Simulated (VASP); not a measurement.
# Ce in VASP: further runs

Ce is run at these levels: PBE; tasks: single point.

Program: VASP 6.6.1. These are calculated values, not measurements. Logs are shortened: lines on timing, memory, paths and dates and some standing lists are left out, and cuts for length are marked.

## (1) The cell of the first run

It takes space group Fm-3m (No. 225, cubic). The conventional cell has a = 4.736 Å, b = 4.736 Å, c = 4.736 Å, α = 90.00°, β = 90.00°, γ = 90.00°. Ce (site symmetry m-3m) has 12 Ce at 3.35 Å within 4.4 Å.

## (2) Single point, PBE, collinear spin, ferromagnetic start (26.56 Å³/atom)

Input file INCAR:

```
ALGO = Normal
EDIFF = 1E-6
ENCUT = 520
GGA = PE
ISIF = 2
ISMEAR = -1
ISPIN = 2
LASPH = T
LCHARG = F
LMAXMIX = 6
LORBIT = 11
LREAL = F
LWAVE = F
MAGMOM = 1
NBANDS = 16
NELM = 150
PREC = Accurate
SIGMA = 0.05
```

Input file KPOINTS:

```
k-points
0
Gamma
  15 15 15
```

Input file POSCAR:

```
Ce
1.0
    0.0000000000      2.3680617085      2.3680617085
    2.3680617085      0.0000000000      2.3680617085
    2.3680617085      2.3680617085      0.0000000000
Ce
1
Direct
    0.0000000000      0.0000000000      0.0000000000
```

Potentials or basis: VASP PAW PBE potentials, release 64 (Ce).

Command:

```sh
cat potpaw_PBE.64/Ce/POTCAR > POTCAR
mpirun -np 1 vasp_std > vasp.out
```

OUTCAR:

```text
EDIFF = 1E-6
   ENCUT = 520
   GGA = PE
   ISIF = 2
   ISMEAR = -1
   ISPIN = 2
   LASPH = T
   LORBIT = 11
   LREAL = F
   NELM = 150
   PREC = Accurate

 ion  position               nearest neighbor table
   1  0.000  0.000  0.000-

  LATTYP: Found a face centered cubic cell.
 ALAT       =     4.7361234170

  Lattice vectors:

 A1 = (   0.0000000000,   2.3680617085,   2.3680617085)
 A2 = (   2.3680617085,   0.0000000000,   2.3680617085)
 A3 = (   2.3680617085,   2.3680617085,   0.0000000000)

Analysis of symmetry for initial positions (statically):
=====================================================================
 Subroutine PRICEL returns:
 Original cell was already a primitive cell.

 Routine SETGRP: Setting up the symmetry group for a
 face centered cubic supercell.

 Subroutine GETGRP returns: Found 48 space group operations
 (whereof 48 operations were pure point group operations)
 out of a pool of 48 trial point group operations.

The static configuration has the point symmetry O_h .

Analysis of symmetry for dynamics (positions and initial velocities):
=====================================================================
 Subroutine PRICEL returns:
 Original cell was already a primitive cell.

 Routine SETGRP: Setting up the symmetry group for a
 face centered cubic supercell.

 Subroutine GETGRP returns: Found 48 space group operations
 (whereof 48 operations were pure point group operations)
 out of a pool of 48 trial point group operations.

The dynamic configuration has the point symmetry O_h .

Analysis of structural, dynamic, and magnetic symmetry:
=====================================================================
 Subroutine PRICEL returns:
 Original cell was already a primitive cell.

 Routine SETGRP: Setting up the symmetry group for a
 face centered cubic supercell.

 Subroutine GETGRP returns: Found 48 space group operations
 (whereof 48 operations were pure point group operations)
 out of a pool of 48 trial point group operations.

The overall configuration has the point symmetry O_h .

 Subroutine INISYM returns: Found 48 space group operations
 (whereof 48 operations are pure point group operations),
 and found     1 'primitive' translations

----------------------------------------------------------------------------------------

                                     Primitive cell

  volume of cell :      26.5588

  direct lattice vectors                    reciprocal lattice vectors
     0.000000000  2.368061708  2.368061708    -0.211143146  0.211143146  0.211143146
     2.368061708  0.000000000  2.368061708     0.211143146 -0.211143146  0.211143146
     2.368061708  2.368061708  0.000000000     0.211143146  0.211143146 -0.211143146

  length of vectors
     3.348944985  3.348944985  3.348944985     0.365710657  0.365710657  0.365710657

  position of ions in fractional coordinates (direct lattice)
     0.000000000  0.000000000  0.000000000

  ion indices of the primitive-cell ions
   primitive index   ion index
                 1           1

----------------------------------------------------------------------------------------

 KPOINTS: k-points

Automatic generation of k-mesh.
 Grid dimensions read from file:
 generate k-points for:   15   15   15

 Generating k-lattice:

  Cartesian coordinates                     Fractional coordinates (reciprocal lattice)
    -0.014076210  0.014076210  0.014076210     0.066666667  0.000000000  0.000000000
     0.014076210 -0.014076210  0.014076210     0.000000000  0.066666667  0.000000000
     0.014076210  0.014076210 -0.014076210     0.000000000  0.000000000  0.066666667

  Length of vectors
     0.024380710  0.024380710  0.024380710

  Shift w.r.t. Gamma in fractional coordinates (k-lattice)
     0.000000000  0.000000000  0.000000000

 Subroutine IBZKPT returns following result:
 ===========================================

 Found    120 irreducible k-points:

 Following reciprocal coordinates:
            Coordinates               Weight
  0.000000  0.000000  0.000000      1.000000
  0.066667  0.000000  0.000000      8.000000
  0.133333  0.000000  0.000000      8.000000
  0.200000  0.000000  0.000000      8.000000
  0.266667  0.000000  0.000000      8.000000
  0.333333  0.000000  0.000000      8.000000
[... 16 lines left out ...]
  0.133333  0.133333  0.000000      6.000000
  0.200000  0.133333  0.000000     24.000000
 [... further k-points ...]
   k-points           NKPTS =    120   k-points in BZ     NKDIM =    120   number of bands    NBANDS=     16
   number of dos      NEDOS =    301   number of ions     NIONS =      1
   total plane-waves  NPLWV =  21952
   dimension x,y,z NGX =    28 NGY =   28 NGZ =   28
   dimension x,y,z NGXF=    56 NGYF=   56 NGZF=   56
   ions per type =               1
   NGX,Y,Z   is equivalent  to a cutoff of  13.90, 13.90, 13.90 a.u.
   NGXF,Y,Z  is equivalent  to a cutoff of  27.80, 27.80, 27.80 a.u.
 SYSTEM =  unknown system
   PREC   = accura    normal or accurate (medium, high low for compatibility)
   ISTART =      0    job   : 0-new  1-cont  2-samecut
   ICHARG =      2    charge: 1-file 2-atom 10-const
   ISPIN  =      2    spin polarized calculation?
   LNONCOLLINEAR =      F non collinear calculations
   LSORBIT =      F    spin-orbit coupling
   LASPH  =      T    aspherical Exc in radial PAW
   ENCUT  =  520.0 eV  38.22 Ry    6.18 a.u.   6.23  6.23  6.23*2*pi/ulx,y,z
   NELM   =    150;   NELMIN=  2; NELMDL= -5     # of ELM steps
   EDIFF  = 0.1E-05   stopping-criterion for ELM
   LREAL  =      F    real-space projection
   EDIFFG = 0.1E-04   stopping-criterion for IOM
   NSW    =      0    number of steps for IOM
   IBRION =     -1    ionic relax: 0-MD 1-quasi-New 2-CG
   NFREE  =      0    steps in history (QN), initial steepest desc. (CG)
   ISIF   =      2    stress and relaxation
   ISYM   =      2    0-nonsym 1-usesym 2-fastsym
   POTIM  = 0.5000    time-step for ionic-motion
   TEBEG  =    0.0;   TEEND  =   0.0 temperature during run
   PSTRESS=    0.0 pullay stress
   NELECT =      12.0000    total number of electrons
   NUPDOWN=      -1.0000    fix difference up-down
   EMIN   =  10.00;   EMAX   =-10.00  energy-range for DOS
   EFERMI =   0.00;   METHOD = LEGACY
   ISMEAR =    -1;   SIGMA  =   0.05  broadening in eV -4-tet -1-fermi 0-gaus
   EFERMI_NEDOS =   21; number of points for ismear=-14 and -15
   IALGO  =     38    algorithm
   IMIX   =      4    mixing-type and parameters
     AMIX     =   0.40;   BMIX     =  1.00
     AMIX_MAG =   1.60;   BMIX_MAG =  1.00
  volume/ion in A,a.u.               =      26.56       179.23
  Fermi-wavevector in a.u.,A,eV,Ry     =   1.256220  2.373911 21.471186  1.578088
  Thomas-Fermi vector in A             =   2.389938
   LORBIT       =     11    0 simple, 1 ext, 2 COOP (PROOUT), +10 PAW based schemes
   GGA     = PE    functional components
   LHFCALC =     F    Hartree Fock is set to
   AEXX    =    0.0000 exact exchange contribution
   IVDW    =     0    specifies the selected vdW correction
   LEPSILON=     F    determine dielectric tensor
   LRPA    =     F    only Hartree local field effects (RPA)
 spin polarized calculation
  energy-cutoff  :      520.00
  volume of cell :       26.56
 maximum number of plane-waves:       728
 NGX is ok and might be reduce to    28
   NGX = 13   NGY = 13   NGZ = 13

 number of electron      12.0000000 magnetization       0.0015519

 number of electron      12.0000000 magnetization      -0.0000839

 Free energy of the ion-electron system (eV)
  ---------------------------------------------------
  ext. energy  EPLUGINS =         0.00000000
  ---------------------------------------------------
  free energy    TOTEN  =        -5.94145738 eV

  energy without entropy =       -5.92285501  energy(sigma->0) =       -5.93215620

 E-fermi :   9.3705     XC(G=0): -11.2730

 val. band max:        9.3537124585   @ k =   0.3333   0.0667   0.0000
 cond. band min:       9.3762340414   @ k =   0.4000   0.2667   0.1333
 fundamental gap:      0.0225215829
 Fermi energy:         9.3705150923

 spin component 1

 k-point     1 :       0.0000    0.0000    0.0000
  band No.  band energies     occupation
      1     -25.3851      1.00000
      2      -6.5662      1.00000
      3      -6.5662      1.00000
      4      -6.5662      1.00000
      5       6.4892      1.00000
      6       9.1694      0.98239
[... 8 lines left out ...]
     15      11.0861      0.00000
     16      14.4839      0.00000
[... 419 lines left out ...]
 k-point    24 :       0.2000    0.1333    0.0000
  band No.  band energies     occupation
      1     -25.2097      1.00000
      2      -7.4533      1.00000
      3      -6.8389      1.00000
      4      -6.8139      1.00000
      5       7.9300      1.00000
      6       8.7049      1.00000
[... 8 lines left out ...]
     15      12.4318      0.00000
     16      13.2517      0.00000

 [... further k-points ...]

 spin component 2

 k-point     1 :       0.0000    0.0000    0.0000
  band No.  band energies     occupation
      1     -25.3850      1.00000
      2      -6.5663      1.00000
      3      -6.5663      1.00000
      4      -6.5663      1.00000
      5       6.4892      1.00000
      6       9.1697      0.98231
[... 8 lines left out ...]
     15      11.0859      0.00000
     16      14.4838      0.00000
[... 419 lines left out ...]
 k-point    24 :       0.2000    0.1333    0.0000
  band No.  band energies     occupation
      1     -25.2096      1.00000
      2      -7.4534      1.00000
      3      -6.8390      1.00000
      4      -6.8139      1.00000
      5       7.9299      1.00000
      6       8.7049      1.00000
[... 8 lines left out ...]
     15      12.4317      0.00000
     16      13.2517      0.00000

 [... further k-points ...]

------------------------ aborting loop because EDIFF is reached ----------------------------------------

  FORCE on cell =-STRESS in cart. coord.  units (eV):
  Direction    XX          YY          ZZ          XY          YZ          ZX
  --------------------------------------------------------------------------------------
  -------------------------------------------------------------------------------------
  Total       -0.0162540     -0.0162540     -0.0162540     -0.0000000      0.0000000     -0.0000000
  in kB       -0.9805343     -0.9805343     -0.9805343     -0.0000000      0.0000000     -0.0000000
  external PRESSURE =      -0.9805343 kB  Pullay stress =       0.0000000 kB

 VOLUME and BASIS-vectors are now :
 -----------------------------------------------------------------------------
  energy-cutoff  :      520.00
  volume of cell :       26.56
      direct lattice vectors                 reciprocal lattice vectors
     0.000000000  2.368061708  2.368061708    -0.211143146  0.211143146  0.211143146
     2.368061708  0.000000000  2.368061708     0.211143146 -0.211143146  0.211143146
     2.368061708  2.368061708  0.000000000     0.211143146  0.211143146 -0.211143146

 POSITION                                       TOTAL-FORCE (eV/Angst)
 -----------------------------------------------------------------------------------
      0.00000      0.00000      0.00000         0.000000      0.000000      0.000000
 -----------------------------------------------------------------------------------
    total drift:                                0.000000     -0.000000      0.000000

  FREE ENERGIE OF THE ION-ELECTRON SYSTEM (eV)
  ---------------------------------------------------
  free  energy   TOTEN  =        -5.9414573838 eV

  energy  without entropy=       -5.9228550072  energy(sigma->0) =       -5.93215620

 total charge

# of ion       s       p       d       f       tot
--------------------------------------------------
    1        2.089   5.564   1.244   1.024   9.921

 magnetization (x)

# of ion       s       p       d       f       tot
--------------------------------------------------
    1       -0.000  -0.000  -0.000   0.000   0.000
```

Wall time 3.1 min (1 thread of Intel Xeon Platinum 8259CL at 2.50GHz (Skylake/Cascade Lake), shared host); peak memory 0.24 GiB.

Results:

- Free energy: -5.9415 eV
- Pressure: -0.1 GPa
- Band gap on the k mesh: zero (filled and empty bands overlap)
- Net moment: 0.00 μB per cell
- Valence electrons inside the program's atomic spheres: Ce 9.92

Caveat: the magnetic or orbital state may not be the lowest; spin-orbit coupling is left out, which moves the levels of the heavy elements; semilocal functionals describe open f shells poorly, which spoils levels, moments and volumes. The state reached can hang on the start; a lower one may exist.

## (3) Single point, PBE, collinear spin, antiferromagnetic start (29.65 Å³/atom)

INCAR: that of step 2 with these lines changed.

```diff
@@ -13,4 +13,4 @@
 LWAVE = F
-MAGMOM = 1
-NBANDS = 16
+MAGMOM = 1 -1
+NBANDS = 23
 NELM = 150
```

Input file KPOINTS:

```
k-points
0
Gamma
  12 12 9
```

Input file POSCAR:

```
Ce
1.0
    3.4805887350      0.0000000000      0.0000000000
    0.0000000000      3.4805887350      0.0000000000
    0.0000000000      0.0000000000      4.8951624940
Ce
2
Direct
    1.0000000000      0.0000000000      0.0000000000
    0.5000000000      0.5000000000      0.5000000000
```

Potentials or basis: VASP PAW PBE potentials, release 64 (Ce).

Command:

```sh
cat potpaw_PBE.64/Ce/POTCAR > POTCAR
mpirun -np 1 vasp_std > vasp.out
```

OUTCAR:

```text
EDIFF = 1E-6
   ENCUT = 520
   GGA = PE
   ISIF = 2
   ISMEAR = -1
   ISPIN = 2
   LASPH = T
   LORBIT = 11
   LREAL = F
   NELM = 150
   PREC = Accurate

 ion  position               nearest neighbor table
   1  0.000  0.000  0.000-
   2  0.500  0.500  0.500-

  LATTYP: Found a simple tetragonal cell.
 ALAT       =     3.4805887350
 C/A-ratio  =     1.4064179559

  Lattice vectors:

 A1 = (   3.4805887350,   0.0000000000,   0.0000000000)
 A2 = (   0.0000000000,   3.4805887350,   0.0000000000)
 A3 = (   0.0000000000,   0.0000000000,   4.8951624940)

Analysis of symmetry for initial positions (statically):
=====================================================================
 Subroutine PRICEL returns following result:

  LATTYP: Found a body centered tetragonal cell.
 ALAT       =     3.4805887350
 C/A-ratio  =     1.4064179559
[... 12 lines left out ...]
 Subroutine GETGRP returns: Found 16 space group operations
 (whereof 16 operations were pure point group operations)
 out of a pool of 16 trial point group operations.

The static configuration has the point symmetry D_4h.

Analysis of symmetry for dynamics (positions and initial velocities):
=====================================================================
 Subroutine PRICEL returns following result:

  LATTYP: Found a body centered tetragonal cell.
 ALAT       =     3.4805887350
 C/A-ratio  =     1.4064179559
[... 12 lines left out ...]
 Subroutine GETGRP returns: Found 16 space group operations
 (whereof 16 operations were pure point group operations)
 out of a pool of 16 trial point group operations.

The dynamic configuration has the point symmetry D_4h.

Analysis of structural, dynamic, and magnetic symmetry:
=====================================================================
 Subroutine PRICEL returns following result:

[... 161 lines left out ...]
  ext. energy  EPLUGINS =         0.00000000
  ---------------------------------------------------
  free energy    TOTEN  =       -11.80685454 eV

  energy without entropy =      -11.75266679  energy(sigma->0) =      -11.77976066

 E-fermi :   8.2150     XC(G=0): -10.7408

 val. band max:        8.2090620919   @ k =   0.3333   0.0833   0.3333
 cond. band min:       8.2168847281   @ k =   0.3333   0.0833   0.0000
 fundamental gap:      0.0078226363
 Fermi energy:         8.2150476489

 spin component 1

 k-point     1 :       0.0000    0.0000    0.0000
  band No.  band energies     occupation
      1     -26.4732      1.00000
      2     -26.0034      1.00000
      3     -10.0506      1.00000
      4      -8.8491      1.00000
      5      -8.8491      1.00000
      6      -8.0778      1.00000
[... 613 lines left out ...]
     22       8.8976      0.00000
     23       8.9572      0.00000

 [... further k-points ...]

 spin component 2

 k-point     1 :       0.0000    0.0000    0.0000
  band No.  band energies     occupation
      1     -26.4732      1.00000
      2     -26.0034      1.00000
      3     -10.0506      1.00000
      4      -8.8491      1.00000
      5      -8.8491      1.00000
      6      -8.0778      1.00000
[... 613 lines left out ...]
     22       8.8976      0.00000
     23       8.9573      0.00000

 [... further k-points ...]

------------------------ aborting loop because EDIFF is reached ----------------------------------------

  FORCE on cell =-STRESS in cart. coord.  units (eV):
  Direction    XX          YY          ZZ          XY          YZ          ZX
  --------------------------------------------------------------------------------------
  -------------------------------------------------------------------------------------
  Total       -1.3909460     -1.3909460     -1.2565353      0.0000000      0.0000000      0.0000000
  in kB      -37.5792673    -37.5792673    -33.9478866      0.0000000      0.0000000      0.0000000
  external PRESSURE =     -36.3688070 kB  Pullay stress =       0.0000000 kB

 VOLUME and BASIS-vectors are now :
 -----------------------------------------------------------------------------
  energy-cutoff  :      520.00
  volume of cell :       59.30
      direct lattice vectors                 reciprocal lattice vectors
     3.480588735  0.000000000  0.000000000     0.287307716  0.000000000  0.000000000
     0.000000000  3.480588735  0.000000000     0.000000000  0.287307716  0.000000000
     0.000000000  0.000000000  4.895162494     0.000000000  0.000000000  0.204283311

 POSITION                                       TOTAL-FORCE (eV/Angst)
 -----------------------------------------------------------------------------------
      0.00000      0.00000      0.00000        -0.000000     -0.000000      0.000000
      1.74029      1.74029      2.44758         0.000000      0.000000     -0.000000
 -----------------------------------------------------------------------------------
    total drift:                                0.000000      0.000000      0.000000

  FREE ENERGIE OF THE ION-ELECTRON SYSTEM (eV)
  ---------------------------------------------------
  free  energy   TOTEN  =       -11.8068545385 eV

  energy  without entropy=      -11.7526667860  energy(sigma->0) =      -11.77976066

 total charge

# of ion       s       p       d       f       tot
--------------------------------------------------
    1        2.089   5.583   1.116   1.002   9.791
    2        2.089   5.583   1.116   1.002   9.791
--------------------------------------------------
tot          4.178  11.167   2.233   2.004  19.581

 magnetization (x)

# of ion       s       p       d       f       tot
--------------------------------------------------
    1       -0.000   0.000   0.000   0.001   0.001
    2        0.000  -0.000  -0.000  -0.001  -0.001
--------------------------------------------------
tot          0.000   0.000   0.000   0.000   0.000
```

It took 17 min on 1 thread of Oxide Virtual Turin-like, shared host; peak memory 0.37 GiB.

Results:

```yaml
Free_energy: -11.8069 eV
Pressure: -3.6 GPa
Band_gap_on_the_k_mesh: zero (filled and empty bands overlap)
Net_moment: 0.00 μB per cell
Valence_electrons_inside_the_program's_atomic_spheres: Ce 9.79
```

Caveat: the magnetic or orbital state may not be the lowest; the cell stands under tension; spin-orbit coupling is left out, which moves the levels of the heavy elements; semilocal functionals describe open f shells poorly, which spoils levels, moments and volumes. The state reached can hang on the start; a lower one may exist.
